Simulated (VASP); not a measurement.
# ZnPb2 (R-3m) in VASP: relaxation of the atoms with PBE

Aim: the relaxation of the atoms of ZnPb2 with PBE.

Everything below comes from runs of VASP 6.6.1. Logs are shortened: lines on timing, memory, paths and dates and some standing lists are left out, and cuts for length are marked.

## (1) The cell of the first run

Symmetry: R-3m, No. 166, trigonal system. The conventional cell has a = 3.975 Å, b = 3.975 Å, c = 18.994 Å, α = 90.00°, β = 90.00°, γ = 120.00°. Zn (site symmetry -3m) has 6 Pb at 2.79 Å within 3.7 Å. Pb (site symmetry 3m) has 3 Zn at 2.79 Å within 3.7 Å.

## (2) Relaxation of the atoms, PBE

Input file INCAR:

```
PREC = Accurate ; ENCUT = 520
EDIFF = 1E-6 ; ISMEAR = -1
SIGMA = 0.1 ; LREAL = F
LASPH = T ; NELM = 80
ALGO = Normal ; ISIF = 2
LWAVE = F ; LCHARG = F
GGA = PE ; IBRION = 2
NSW = 80 ; EDIFFG = -0.03
KPAR = 2
```

Input file KPOINTS:

```
Automatic mesh
0
Gamma
  8 8 8
```

Input file POSCAR:

```
ZnPb2
1.0
    3.9752790000      0.0000000000      0.0000000000
   -1.9876390000      3.4426930000      0.0000000000
    0.0000000000     -2.2951250000      6.3313720000
Zn Pb
1 2
Direct
    0.0000000000      0.0000000000      0.0000000000
    0.2500000000      0.5000000000      0.7500000000
    0.7500000000      0.5000000000      0.2500000000
```

Potentials or basis: VASP PAW PBE potentials, release 64 (Zn, Pb_d).

On the command line:

```sh
cat potpaw_PBE.64/Zn/POTCAR potpaw_PBE.64/Pb_d/POTCAR > POTCAR
mpirun -np 2 vasp_std > vasp.out
```

OUTCAR:

```text
PREC = Accurate
   ENCUT = 520
   EDIFF = 1E-6
   ISMEAR = -1
   LREAL = F
   LASPH = T
   NELM = 80
   ISIF = 2
   GGA = PE
   IBRION = 2
   NSW = 80
   EDIFFG = -0.03

 ion  position               nearest neighbor table
   1  0.000  0.000  0.000-   2 2.79   3 2.79   2 2.79   3 2.79   3 2.79   2 2.79
   2  0.250  0.500  0.750-   1 2.79   1 2.79   1 2.79   3 3.91   3 3.91   3 3.91   3 3.91   3 3.91
                             3 3.91
   3  0.750  0.500  0.250-   1 2.79   1 2.79   1 2.79   2 3.91   2 3.91   2 3.91   2 3.91   2 3.91
                             2 3.91

  LATTYP: Found a trigonal (rhomboedric) cell.
 ALAT       =     6.7345282068
 COS(alpha) =     0.8257828580

  Lattice vectors:

 A1 = (  -0.0000000000,  -2.2951250000,   6.3313720000)
 A2 = (   1.9876400000,   1.1475680000,   6.3313720000)
 A3 = (  -1.9876390000,   1.1475680000,   6.3313720000)

Analysis of symmetry for initial positions (statically):
=====================================================================
 Subroutine PRICEL returns:
 Original cell was already a primitive cell.

 Routine SETGRP: Setting up the symmetry group for a
 trigonal (rhombohedral) supercell.

 Subroutine GETGRP returns: Found 12 space group operations
 (whereof 12 operations were pure point group operations)
 out of a pool of 12 trial point group operations.

The static configuration has the point symmetry D_3d.

Analysis of symmetry for dynamics (positions and initial velocities):
=====================================================================
 Subroutine PRICEL returns:
 Original cell was already a primitive cell.

 Routine SETGRP: Setting up the symmetry group for a
 trigonal (rhombohedral) supercell.

 Subroutine GETGRP returns: Found 12 space group operations
 (whereof 12 operations were pure point group operations)
 out of a pool of 12 trial point group operations.

The dynamic configuration has the point symmetry D_3d.

 Subroutine INISYM returns: Found 12 space group operations
 (whereof 12 operations are pure point group operations),
 and found     1 'primitive' translations

----------------------------------------------------------------------------------------

                                     Primitive cell

  volume of cell :      86.6490

  direct lattice vectors                    reciprocal lattice vectors
     3.975279000  0.000000000  0.000000000     0.251554671  0.145235104  0.052647786
[... 97 lines left out ...]
   TEBEG  =    0.0;   TEEND  =   0.0 temperature during run
   PSTRESS=    0.0 pullay stress
   NELECT =      40.0000    total number of electrons
   NUPDOWN=      -1.0000    fix difference up-down
   EMIN   =  10.00;   EMAX   =-10.00  energy-range for DOS
   EFERMI =   0.00;   METHOD = LEGACY
   ISMEAR =    -1;   SIGMA  =   0.10  broadening in eV -4-tet -1-fermi 0-gaus
   EFERMI_NEDOS =   21; number of points for ismear=-14 and -15
   IALGO  =     38    algorithm
   IMIX   =      4    mixing-type and parameters
     AMIX     =   0.40;   BMIX     =  1.00
     AMIX_MAG =   1.60;   BMIX_MAG =  1.00
  volume/ion in A,a.u.               =      28.88       194.91
  Fermi-wavevector in a.u.,A,eV,Ry     =   1.265242  2.390961 21.780712  1.600837
  Thomas-Fermi vector in A             =   2.398505
   LORBIT       =      0    0 simple, 1 ext, 2 COOP (PROOUT), +10 PAW based schemes
   GGA     = PE    functional components
   LHFCALC =     F    Hartree Fock is set to
   AEXX    =    0.0000 exact exchange contribution
   IVDW    =     0    specifies the selected vdW correction
   LEPSILON=     F    determine dielectric tensor
   LRPA    =     F    only Hartree local field effects (RPA)
 conjugate gradient relaxation of ions
 non-spin polarized calculation
  energy-cutoff  :      520.00
  volume of cell :       86.65
 maximum number of plane-waves:      2363
 NGX is ok and might be reduce to    30
   NGX = 15   NGY = 15   NGZ = 25

--------------------------------------- Ionic step        1  -------------------------------------------

 number of electron      39.9999995 magnetization

 Free energy of the ion-electron system (eV)
  ---------------------------------------------------
  ext. energy  EPLUGINS =         0.00000000
  ---------------------------------------------------
  free energy    TOTEN  =        -7.47169982 eV

  energy without entropy =       -7.41257648  energy(sigma->0) =       -7.44213815

------------------------ aborting loop because EDIFF is reached ----------------------------------------

  FORCE on cell =-STRESS in cart. coord.  units (eV):
  Direction    XX          YY          ZZ          XY          YZ          ZX
  --------------------------------------------------------------------------------------
  -------------------------------------------------------------------------------------
  Total        1.7614616      1.7614620      0.4579081      0.0000003      0.0000003      0.0000000
  in kB       32.5701702     32.5701777      8.4669142      0.0000047      0.0000049      0.0000004
  external PRESSURE =      24.5357540 kB  Pullay stress =       0.0000000 kB
[... 209 lines left out ...]
--------------------------------------- Ionic step        7  -------------------------------------------

 number of electron      39.9999991 magnetization

 Free energy of the ion-electron system (eV)
  ---------------------------------------------------
  ext. energy  EPLUGINS =         0.00000000
  ---------------------------------------------------
  free energy    TOTEN  =        -7.68535996 eV

  energy without entropy =       -7.62818251  energy(sigma->0) =       -7.65677124

 E-fermi :   5.1049     XC(G=0):  -9.7881

 val. band max:        5.1017070341   @ k =   0.0000   0.1250   0.2500
 cond. band min:       5.1281019180   @ k =   0.0000   0.2500   0.1250
 fundamental gap:      0.0263948839
 Fermi energy:         5.1049444623

 k-point     1 :       0.0000    0.0000    0.0000
  band No.  band energies     occupation
      1     -11.9424      2.00000
      2     -11.9424      2.00000
      3     -11.9009      2.00000
      4     -11.9009      2.00000
      5     -11.8837      2.00000
      6     -11.8096      2.00000
[... 637 lines left out ...]
     23       7.5694      0.00000
     24       9.2330      0.00000

 [... further k-points ...]

------------------------ aborting loop because EDIFF is reached ----------------------------------------

  FORCE on cell =-STRESS in cart. coord.  units (eV):
  Direction    XX          YY          ZZ          XY          YZ          ZX
  --------------------------------------------------------------------------------------
  -------------------------------------------------------------------------------------
  Total       -0.7411737     -0.7411738      0.3175488     -0.0000001      0.0000002      0.0000000
  in kB      -13.7046144    -13.7046176      5.8716125     -0.0000020      0.0000034      0.0000003
  external PRESSURE =      -7.1792065 kB  Pullay stress =       0.0000000 kB
[... 18 lines left out ...]
  FREE ENERGIE OF THE ION-ELECTRON SYSTEM (eV)
  ---------------------------------------------------
  free  energy   TOTEN  =        -7.6853599603 eV

  energy  without entropy=       -7.6281825149  energy(sigma->0) =       -7.65677124

 reached required accuracy - stopping structural energy minimisation
```

CONTCAR:

```text
ZnPb2
   1.00000000000000
     3.9752790000000000    0.0000000000000000    0.0000000000000000
    -1.9876389999999999    3.4426929999999998    0.0000000000000000
     0.0000000000000000   -2.2951250000000001    6.3313720000000000
  Zn              Pb
     1     2
Direct
     0.0000000000000000    0.0000000000000000    0.0000000000000000
     0.2314749096419841    0.4629498192839682    0.6944247289259524
     0.7685250903580159    0.5370501807160316    0.3055752710740476

  0.00000000E+00  0.00000000E+00  0.00000000E+00
  0.00000000E+00  0.00000000E+00  0.00000000E+00
  0.00000000E+00  0.00000000E+00  0.00000000E+00
```

Wall time 3.5 min (2 MPI ranks of Intel Xeon Platinum 8375C at 2.90GHz (Ice Lake), shared host); peak memory 0.28 GiB.

What came out:

```
Free energy                  : -7.6854 eV
Energy gained by relaxing    : 71.2 meV/atom
Ionic steps                  : 7
Pressure after relaxing      : -0.7 GPa
Largest force after relaxing : 0.028 eV/Å
Band gap on the k mesh       : zero (bands 20 and 21 overlap by 4.23 eV)
```

Forces in eV/Å, atoms in the order of the input:
```
Zn   0.000  0.000  0.000
Pb   0.000  0.000  0.028
Pb   0.000  0.000 -0.028
```

Step by step:
| step | energy change (eV) | largest force (eV/Å) | pressure (GPa) |
| --- | --- | --- | --- |
| 1 | 0.0000 | 0.5990 | 2.45 |
| 2 | -0.0326 | 0.5288 | 1.94 |
| 3 | -0.1098 | 0.3718 | 0.67 |
| 4 | -0.2042 | 0.1594 | -0.66 |
| 5 | 0.2710 | 1.9780 | 2.89 |
| 6 | -0.2109 | 0.0957 | -0.75 |
| 7 | -0.2137 | 0.0280 | -0.72 |

Final structure:
```
Zn Pb
1.0
     3.97528    0.00000    0.00000
    -1.98764    3.44269    0.00000
     0.00000   -2.29513    6.33137
Zn Pb
1 2
Direct
  0.00000 0.00000 0.00000
  0.23147 0.46295 0.69442
  0.76853 0.53705 0.30558
```

Caveat: spin-orbit coupling is left out, which moves the levels of the heavy elements.

The gap in the log of VASP goes by the Fermi energy; the results here count the filled bands.